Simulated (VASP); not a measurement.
A run of VASP 6.6.1 is set up as follows.

File INCAR:

```
SYSTEM = CO2
PREC = Accurate ; ENCUT = 910
EDIFF = 1E-6 ; ISMEAR = 0
SIGMA = 0.02 ; LREAL = .False.
LASPH = .True. ; NELM = 120
ALGO = Normal ; ISIF = 2
LWAVE = .False. ; LCHARG = .False.
GGA = PS ; NBANDS = 25
GGA_COMPAT = .False.
```

Contents of KPOINTS:

```
regular mesh
0
Gamma
  8 8 8
  0 0 0
```

Contents of POSCAR:

```
CO2
1.0
   -1.9590342449      1.9590342449      2.9680909016
    1.9590342449     -1.9590342449      2.9680909016
    1.9590342449      1.9590342449     -2.9680909016
C O
2 4
Direct
    0.0000000000      0.0000000000      0.0000000000
    0.7500000000      0.2500000000      0.5000000000
    0.3750000000      0.2922634796      0.4172634796
    0.7077365204      0.1250000000      0.0827365204
    0.8750000000      0.9577365204      0.5827365204
    0.0422634796      0.6250000000      0.9172634796
```

Potentials or basis: VASP PAW PBE potentials, release 64 (C_h, O_h).

Command:

```console
$ cat potpaw_PBE.64/C_h/POTCAR potpaw_PBE.64/O_h/POTCAR > POTCAR
$ mpirun -np 1 vasp_std > vasp.out
```

(1) Estimate the pressure.

(2) What does it give for the largest force?

(3) What does it give for the band gap on the k mesh?

Answers

(1) -0.4 GPa.

(2) 0.030 eV/Å.

(3) 7.63 eV (least direct gap 8.06 eV).

Caveat: the PAW data sets were made with another functional, which shifts forces and pressure a little.
